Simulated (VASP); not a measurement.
**Ir: relaxation of cell and atoms with PBE**

Crystal: Ir.

```xyz
1
Lattice="2.4815 0.0000 0.0000 0.0000 2.4815 0.0000 0.0000 0.0000 2.4815" Properties=species:S:1:pos:R:3 pbc="T T T"
Ir    0.0000    0.0000    0.0000
```

* Program: VASP 6.6.1
* Task: relaxation of cell and atoms
* Functional: PBE
* Potentials or basis: VASP PAW PBE potentials, release 64 (Ir)
* Cutoff: 600 eV
* k mesh: 13 × 13 × 13
* Occupations: fermi-dirac, width 0.1 eV
* Spin: no spin polarisation
* Dipole correction: no
* Further INCAR settings: ALGO = Normal; EDIFF = 1e-06; IBRION = 2; EDIFFG = -0.01; NSW = 80; ISIF = 3

* Relaxed volume: 17.03 Å³/atom
* Relaxed cell: a = 2.573 Å, b = 2.573 Å, c = 2.573 Å, α = 90.00°, β = 90.00°, γ = 90.00°
* Space group after relaxing (to 0.05 Å): Pm-3m (No. 221)
* Energy gained by relaxing: 171.4 meV/atom
* Ionic steps: 5
* Pressure after relaxing: 0.0 GPa

The path:
| step | energy change (eV) | largest force (eV/Å) | pressure (GPa) | volume (Å³) |
| --- | --- | --- | --- | --- |
| 1 | 0.0000 | 0.0000 | 34.79 | 15.28 |
| 2 | 0.8693 | 0.0000 | -34.13 | 23.86 |
| 3 | -0.1681 | 0.0000 | -3.78 | 17.31 |
| 4 | -0.1714 | 0.0000 | -0.68 | 17.08 |
| 5 | -0.1714 | 0.0000 | 0.04 | 17.03 |

Final structure:
```yaml
crystal:
  lattice:
    - [2.57302, 0.00000, 0.00000]
    - [0.00000, 2.57302, 0.00000]
    - [0.00000, 0.00000, 2.57302]
  atoms:
    - { symbol: Ir, position: [0.00000, 0.00000, 0.00000] }
```

Levels at points of the mesh, in eV from the Fermi level:
| k point | band 1 | band 2 | band 3 | band 4 | band 5 | band 6 | band 7 | band 8 |
| --- | --- | --- | --- | --- | --- | --- | --- | --- |
| (0.00, 0.00, 0.00) | -9.03 | -5.87 | -5.87 | 1.30 | 1.30 | 1.30 | 15.59 | 15.59 |

Wall time 70 s on 1 thread of AMD EPYC 7R13 (shared host), peak memory 0.11 GiB.

Caveat: spin-orbit coupling is left out, which moves the levels of the heavy elements.
